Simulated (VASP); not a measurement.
# Li2B in VASP: relaxation of cell and atoms with PBE

Aim: the relaxation of cell and atoms of Li2B with PBE.

Program: VASP 6.6.1. These are calculated values, not measurements. Logs are shortened: lines on timing, memory, paths and dates and some standing lists are left out, and cuts for length are marked.

## (1) The cell of the first run

The cell holds a slab with vacuum, 3 atoms: a = 2.060 Å, b = 2.060 Å, c = 10.966 Å, α = 90.00°, β = 90.00°, γ = 120.00°.

The cell was generated, and may not be a known phase.

## (2) Relaxation of cell and atoms, PBE

File INCAR:

```
PREC = Accurate
ENCUT = 910
EDIFF = 1E-7
ISMEAR = 0
SIGMA = 0.1
LREAL = F
LASPH = T
NELM = 120
ALGO = Normal
ISIF = 3
LWAVE = F
LCHARG = F
GGA = PE
IBRION = 2
NSW = 90
EDIFFG = -0.04
GGA_COMPAT = F
NELMIN = 4
```

File KPOINTS:

```
regular mesh
0
Gamma
  12 12 2
```

File POSCAR:

```
Li2B
1.0
    2.0595510500      0.0000000000      0.0000000000
   -1.0297755300      1.7836235300      0.0000000000
    0.0000000000      0.0000000000     10.9660448900
Li B
2 1
Direct
    0.6666666700      0.3333333300      0.9079995200
    0.6666666700      0.3333333300      0.0920004800
    0.3333333300      0.6666666700      0.0000000000
```

Potentials or basis: VASP PAW PBE potentials, release 64 (Li_sv, B_h).

Run with:

```console
$ cat potpaw_PBE.64/Li_sv/POTCAR potpaw_PBE.64/B_h/POTCAR > POTCAR
$ mpirun -np 1 vasp_std > vasp.out
```

OUTCAR:

```text
PREC = Accurate
   ENCUT = 910
   EDIFF = 1E-7
   ISMEAR = 0
   LREAL = F
   LASPH = T
   NELM = 120
   ISIF = 3
   GGA = PE
   IBRION = 2
   NSW = 90
   EDIFFG = -0.04
   NELMIN = 4

 ion  position               nearest neighbor table
   1  0.667  0.333  0.908-   3 1.56   3 1.56   3 1.56   2 2.02
   2  0.667  0.333  0.092-   3 1.56   3 1.56   3 1.56   1 2.02
   3  0.333  0.667  0.000-   1 1.56   2 1.56   1 1.56   2 1.56   1 1.56   2 1.56

  LATTYP: Found a hexagonal cell.
 ALAT       =     2.0595510500
 C/A-ratio  =     5.3244831635

  Lattice vectors:

 A1 = (   2.0595510500,   0.0000000000,   0.0000000000)
 A2 = (  -1.0297755300,   1.7836235300,   0.0000000000)
 A3 = (   0.0000000000,   0.0000000000,  10.9660448900)

Analysis of symmetry for initial positions (statically):
=====================================================================
 Subroutine PRICEL returns:
 Original cell was already a primitive cell.

 Routine SETGRP: Setting up the symmetry group for a
 hexagonal supercell.

 Subroutine GETGRP returns: Found 12 space group operations
 (whereof 12 operations were pure point group operations)
 out of a pool of 24 trial point group operations.

The static configuration has the point symmetry D_3h.

Analysis of symmetry for dynamics (positions and initial velocities):
=====================================================================
 Subroutine PRICEL returns:
 Original cell was already a primitive cell.

 Routine SETGRP: Setting up the symmetry group for a
 hexagonal supercell.

 Subroutine GETGRP returns: Found 12 space group operations
 (whereof 12 operations were pure point group operations)
 out of a pool of 24 trial point group operations.

The dynamic configuration has the point symmetry D_3h.

 Subroutine INISYM returns: Found 12 space group operations
 (whereof 12 operations are pure point group operations),
 and found     1 'primitive' translations

----------------------------------------------------------------------------------------

                                     Primitive cell

  volume of cell :      40.2834

  direct lattice vectors                    reciprocal lattice vectors
     2.059551050  0.000000000  0.000000000     0.485542711  0.280328216  0.000000000
    -1.029775530  1.783623530  0.000000000     0.000000000  0.560656430  0.000000000
     0.000000000  0.000000000 10.966044890     0.000000000  0.000000000  0.091190581

  length of vectors
     2.059551050  2.059551053 10.966044890     0.560656430  0.560656430  0.091190581

  position of ions in fractional coordinates (direct lattice)
     0.666666670  0.333333330  0.907999520
     0.666666670  0.333333330  0.092000480
     0.333333330  0.666666670  0.000000000

  ion indices of the primitive-cell ions
   primitive index   ion index
                 1           1
                 2           2
                 3           3

----------------------------------------------------------------------------------------

 KPOINTS: regular mesh

Automatic generation of k-mesh.
 Grid dimensions read from file:
 generate k-points for:   12   12    2

 Generating k-lattice:

  Cartesian coordinates                     Fractional coordinates (reciprocal lattice)
     0.040461893  0.023360685  0.000000000     0.083333333  0.000000000  0.000000000
     0.000000000  0.046721369  0.000000000     0.000000000  0.083333333  0.000000000
     0.000000000  0.000000000  0.045595290     0.000000000  0.000000000  0.500000000

  Length of vectors
     0.046721369  0.046721369  0.045595290

  Shift w.r.t. Gamma in fractional coordinates (k-lattice)
     0.000000000  0.000000000  0.000000000

 Subroutine IBZKPT returns following result:
 ===========================================

 Found     38 irreducible k-points:

 Following reciprocal coordinates:
            Coordinates               Weight
  0.000000  0.000000  0.000000      1.000000
  0.083333 -0.000000  0.000000      6.000000
  0.166667 -0.000000  0.000000      6.000000
  0.250000  0.000000  0.000000      6.000000
  0.333333 -0.000000  0.000000      6.000000
  0.416667 -0.000000  0.000000      6.000000
[... 16 lines left out ...]
  0.250000  0.000000  0.500000      6.000000
  0.333333 -0.000000  0.500000      6.000000
 [... further k-points ...]
   k-points           NKPTS =     38   k-points in BZ     NKDIM =     38   number of bands    NBANDS=      8
   number of dos      NEDOS =    301   number of ions     NIONS =      3
   total plane-waves  NPLWV =  43200
   dimension x,y,z NGX =    20 NGY =   20 NGZ =  108
   dimension x,y,z NGXF=    40 NGYF=   40 NGZF=  216
   ions per type =               2   1
   NGX,Y,Z   is equivalent  to a cutoff of  16.14, 16.14, 16.37 a.u.
   NGXF,Y,Z  is equivalent  to a cutoff of  32.29, 32.29, 32.75 a.u.
 SYSTEM =  unknown system
   PREC   = accura    normal or accurate (medium, high low for compatibility)
   ISTART =      0    job   : 0-new  1-cont  2-samecut
   ICHARG =      2    charge: 1-file 2-atom 10-const
   ISPIN  =      1    spin polarized calculation?
   LNONCOLLINEAR =      F non collinear calculations
   LSORBIT =      F    spin-orbit coupling
   LASPH  =      T    aspherical Exc in radial PAW
   ENCUT  =  910.0 eV  66.88 Ry    8.18 a.u.   5.07  5.07 26.97*2*pi/ulx,y,z
   NELM   =    120;   NELMIN=  4; NELMDL= -5     # of ELM steps
   EDIFF  = 0.1E-06   stopping-criterion for ELM
   LREAL  =      F    real-space projection
   EDIFFG = -.4E-01   stopping-criterion for IOM
   NSW    =     90    number of steps for IOM
   IBRION =      2    ionic relax: 0-MD 1-quasi-New 2-CG
   NFREE  =      1    steps in history (QN), initial steepest desc. (CG)
   ISIF   =      3    stress and relaxation
   ISYM   =      2    0-nonsym 1-usesym 2-fastsym
   POTIM  = 0.5000    time-step for ionic-motion
   TEBEG  =    0.0;   TEEND  =   0.0 temperature during run
   PSTRESS=    0.0 pullay stress
   NELECT =       9.0000    total number of electrons
   NUPDOWN=      -1.0000    fix difference up-down
   EMIN   =  10.00;   EMAX   =-10.00  energy-range for DOS
   EFERMI =   0.00;   METHOD = LEGACY
   ISMEAR =     0;   SIGMA  =   0.10  broadening in eV -4-tet -1-fermi 0-gaus
   EFERMI_NEDOS =   21; number of points for ismear=-14 and -15
   IALGO  =     38    algorithm
   IMIX   =      4    mixing-type and parameters
     AMIX     =   0.40;   BMIX     =  1.00
     AMIX_MAG =   1.60;   BMIX_MAG =  1.00
  volume/ion in A,a.u.               =      13.43        90.62
  Fermi-wavevector in a.u.,A,eV,Ry     =   0.993376  1.877209 13.426178  0.986796
  Thomas-Fermi vector in A             =   2.125254
   LORBIT       =      0    0 simple, 1 ext, 2 COOP (PROOUT), +10 PAW based schemes
   GGA     = PE    functional components
   LHFCALC =     F    Hartree Fock is set to
   AEXX    =    0.0000 exact exchange contribution
   IVDW    =     0    specifies the selected vdW correction
   LEPSILON=     F    determine dielectric tensor
   LRPA    =     F    only Hartree local field effects (RPA)
 conjugate gradient relaxation of ions
 non-spin polarized calculation
 Gauss-broadening in eV      SIGMA  =   0.10
  energy-cutoff  :      910.00
  volume of cell :       40.28
 maximum number of plane-waves:      2541
   NGX = 11   NGY = 11   NGZ = 53

--------------------------------------- Ionic step        1  -------------------------------------------

 number of electron       9.0000001 magnetization

 Free energy of the ion-electron system (eV)
  ---------------------------------------------------
  ext. energy  EPLUGINS =         0.00000000
  ---------------------------------------------------
  free energy    TOTEN  =         0.79469341 eV

  energy without entropy =        0.80229601  energy(sigma->0) =        0.79849471

 E-fermi :   0.9372     XC(G=0):  -6.0337

 val. band max:        0.7679279606   @ k =   0.0833   0.0833   0.5000
 cond. band min:       0.9618122959   @ k =   0.1667  -0.0000   0.0000
 fundamental gap:      0.1938843353
 Fermi energy:         0.9371582321

 k-point     1 :       0.0000    0.0000    0.0000
  band No.  band energies     occupation
      1     -44.6452      2.00000
      2     -44.3298      2.00000
      3     -10.4858      2.00000
      4      -1.0998      2.00000
      5       0.0249      2.00000
      6       2.0257      0.00000
      7       4.5194      0.00000
      8       7.2695      0.00000
[... 243 lines left out ...]
 k-point    24 :       0.3333   -0.0000    0.5000
  band No.  band energies     occupation
      1     -44.1032      2.00000
      2     -43.8264      2.00000
      3      -8.1182      2.00000
      4      -0.5079      2.00000
      5       0.9652      0.69193
      6       6.0404      0.00000
      7       6.4549      0.00000
      8      10.0798      0.00000

 [... further k-points ...]
[... 5 lines left out ...]
  --------------------------------------------------------------------------------------
  -------------------------------------------------------------------------------------
  Total       17.9367750     17.9367750     24.0571521     -0.0000001     -0.0000000     -0.0000000
  in kB      713.3935342    713.3935344    956.8173066     -0.0000020     -0.0000000     -0.0000000
  external PRESSURE =     794.5347917 kB  Pullay stress =       0.0000000 kB
[... 92 lines left out ...]
  FREE ENERGIE OF THE ION-ELECTRON SYSTEM (eV)
  ---------------------------------------------------
  free  energy   TOTEN  =        -7.8247577468 eV

  energy  without entropy=       -7.8079462009  energy(sigma->0) =       -7.81635197

[... ionic steps 4 to 11 ...]

--------------------------------------- Ionic step       12  -------------------------------------------

 number of electron       8.9999997 magnetization

------------------------ aborting loop because EDIFF is reached ----------------------------------------
[... 69 lines left out ...]
--------------------------------------- Ionic step       14  -------------------------------------------

 number of electron       8.9999994 magnetization

 Free energy of the ion-electron system (eV)
  ---------------------------------------------------
  ext. energy  EPLUGINS =         0.00000000
  ---------------------------------------------------
  free energy    TOTEN  =        -7.95307937 eV

  energy without entropy =       -7.95162750  energy(sigma->0) =       -7.95235343

 E-fermi :  -0.4035     XC(G=0):  -5.1882

 val. band max:       -0.5267138532   @ k =   0.2500   0.2500   0.5000
 cond. band min:      -0.3529944341   @ k =   0.0000   0.0000   0.5000
 fundamental gap:      0.1737194192
 Fermi energy:        -0.4034784177

 k-point     1 :       0.0000    0.0000    0.0000
  band No.  band energies     occupation
      1     -45.8910      2.00000
      2     -45.8882      2.00000
      3      -9.1143      2.00000
      4      -3.1826      2.00000
      5      -1.2990      2.00000
      6      -0.2627      0.04656
      7       2.2849      0.00000
      8       4.6071      0.00000
[... 243 lines left out ...]
 k-point    24 :       0.3333   -0.0000    0.5000
  band No.  band energies     occupation
      1     -45.8547      2.00000
      2     -45.8523      2.00000
      3      -6.7885      2.00000
      4      -1.5870      2.00000
      5      -0.1481      0.00031
      6       1.6876      0.00000
      7       2.4212      0.00000
      8       4.6894      0.00000

 [... further k-points ...]
[... 5 lines left out ...]
  --------------------------------------------------------------------------------------
  -------------------------------------------------------------------------------------
  Total       -0.0281410     -0.0281410     -0.0372164      0.0000000      0.0000000      0.0000000
  in kB       -0.5623657     -0.5623657     -0.7437260      0.0000000      0.0000000      0.0000000
  external PRESSURE =      -0.6228191 kB  Pullay stress =       0.0000000 kB
[... 18 lines left out ...]
  FREE ENERGIE OF THE ION-ELECTRON SYSTEM (eV)
  ---------------------------------------------------
  free  energy   TOTEN  =        -7.9530793661 eV

  energy  without entropy=       -7.9516274971  energy(sigma->0) =       -7.95235343

 reached required accuracy - stopping structural energy minimisation
```

It took 6.8 min on 1 thread of Intel Xeon Platinum 8175M at 2.50GHz (Skylake/Cascade Lake), shared host; peak memory 0.21 GiB.

Results:

* Free energy: -7.9531 eV
* Relaxed cell: a = 2.712 Å, b = 2.712 Å, c = 12.586 Å, α = 90.00°, β = 90.00°, γ = 120.00°
* Space group after relaxing (to 0.1 Å): P-6m2 (No. 187)
* Energy gained by relaxing: 2915.9 meV/atom
* Ionic steps: 14
* Largest force after relaxing: 0.039 eV/Å
* Band gap on the k mesh: zero (an odd number of electrons rules out a gap without spin polarisation)

Forces on the atoms (eV/Å):
```
Li   0.000  0.000 -0.039
Li   0.000  0.000  0.039
B    0.000  0.000  0.000
```

Step by step:
| step | energy change (eV) | largest force (eV/Å) | pressure (GPa) | volume (Å³) |
| --- | --- | --- | --- | --- |
| 1 | 0.0000 | 11.9301 | 79.45 | 40.28 |
| 2 | -8.0288 | 0.8733 | -3.66 | 92.74 |
| 3 | -8.6195 | 0.2221 | 0.58 | 71.00 |
| 4 | -8.6200 | 0.1642 | 0.92 | 70.27 |
| 5 | -8.6578 | 0.1305 | 0.84 | 71.46 |
| 6 | -8.7303 | 0.0518 | 0.57 | 74.87 |
| 7 | -8.7366 | 0.1299 | 0.61 | 76.29 |
| 8 | -8.7393 | 0.1407 | 0.68 | 77.14 |
| 9 | -8.7363 | 0.2706 | 0.65 | 78.79 |
| 10 | -8.7406 | 0.1643 | 0.69 | 77.69 |
| 11 | -8.7403 | 0.2036 | 0.68 | 78.17 |
| 12 | -8.7460 | 0.0039 | -0.35 | 81.52 |
| 13 | -8.7471 | 0.0582 | -0.07 | 80.55 |
| 14 | -8.7478 | 0.0387 | -0.06 | 80.17 |

Final structure:
```
CELL_PARAMETERS angstrom
2.71212 0.00000 0.00000
-1.35606 2.34877 0.00000
0.00000 0.00000 12.58585
ATOMIC_POSITIONS crystal
Li 0.66667 0.33333 0.87231
Li 0.66667 0.33333 0.12769
B 0.33333 0.66667 0.00000
```

Levels at points of the mesh, in eV from the Fermi level:
| k point | band 3 | band 4 | band 5 | band 6 | band 7 | band 8 |
| --- | --- | --- | --- | --- | --- | --- |
| (0.00, 0.00, 0.00) | -8.71 | -2.78 | -0.90 | 0.14 | 2.69 | 5.01 |
| (0.50, 0.00, 0.00) | -4.03 | -2.86 | -0.24 | 4.32 | 4.59 | 4.86 |
| (0.00, 0.00, 0.50) | -8.71 | -2.78 | -0.86 | 0.05 | 3.00 | 4.34 |
| (0.50, 0.00, 0.50) | -4.03 | -2.86 | -0.24 | 4.33 | 4.59 | 4.85 |

Caveat: the volume moved by over 15 % at a fixed basis, so the end points are rough; there is no dipole correction, which matters where the two faces differ; the relaxation moved the vacuum too, so the length across it says nothing of the material.

The gap in the log of VASP goes by the Fermi energy; the results here count the filled bands.